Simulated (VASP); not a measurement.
Input of a VASP 6.6.1 run:

INCAR

```
SYSTEM = Na
PREC = Accurate
ENCUT = 520
EDIFF = 1E-6
ISMEAR = -1
SIGMA = 0.05
LREAL = .FALSE.
LASPH = .TRUE.
NELM = 80
ALGO = Normal
ISIF = 2
LWAVE = .FALSE.
LCHARG = .FALSE.
GGA = CA
NBANDS = 10
```

File KPOINTS:

```
Automatic mesh
0
G
  12 12 12
  0 0 0
```

The input POSCAR:

```
Na
1.0
    2.4857175948      0.0000000000      0.0000000000
    0.0000000000      2.4857175948      0.0000000000
    0.0000000000      0.0000000000      2.4857175948
Na
1
Direct
    0.0000000000      0.0000000000      0.0000000000
```

Potentials or basis: VASP PAW LDA potentials, release 64 (Na_pv).

Launch:

```sh
$ cat potpaw_LDA.64/Na_pv/POTCAR > POTCAR
$ mpirun -np 1 vasp_std > vasp.out
```

Question: What does it give for the pressure?

Answer: 30.2 GPa.
